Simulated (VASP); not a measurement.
Here is a VASP 6.6.1 calculation.

Contents of INCAR:

```
PREC = Accurate ; ENCUT = 520
EDIFF = 1E-6 ; ISMEAR = -1
SIGMA = 0.1 ; LREAL = F
LASPH = T ; NELM = 150
ALGO = Normal ; ISIF = 2
LWAVE = F ; LCHARG = T
ISPIN = 2 ; MAGMOM = 2
LORBIT = 11 ; LMAXMIX = 4
LDAU = T ; LDAUTYPE = 2
LDAUL = 2 ; LDAUU = 3.8
LDAUJ = 0 ; LDAUPRINT = 1
GGA = PE ; LELF = T
LVHAR = T ; NBANDS = 15
```

KPOINTS

```
regular mesh
0
Gamma
  13 13 13
```

The input POSCAR:

```
Ni
1.0
    0.0000000000      1.7691000000      1.7691000000
    1.7691000000      0.0000000000      1.7691000000
    1.7691000000      1.7691000000      0.0000000000
Ni
1
Direct
    0.0000000000      0.0000000000      0.0000000000
```

Potentials or basis: VASP PAW PBE potentials, release 64 (Ni).

Run with:

```console
$ cat potpaw_PBE.64/Ni/POTCAR > POTCAR
$ mpirun -np 1 vasp_std > vasp.out
```

Task: Estimate the net moment.

Result: 0.76 μB per cell.

Task: What does it give for the site moments?

Result: Ni +0.79 μB.

Eigenvalues of the final occupation matrices:
| site | spin | trace | eigenvalues |
| --- | --- | --- | --- |
| site 1 d | 1 | 4.66 | 0.93 0.93 0.93 0.94 0.94 |
| site 1 d | 2 | 3.82 | 0.67 0.67 0.67 0.90 0.90 |

Caveat: the U is typed as a test and isn't derived for this compound. The state reached can hang on the start; a lower one may exist.
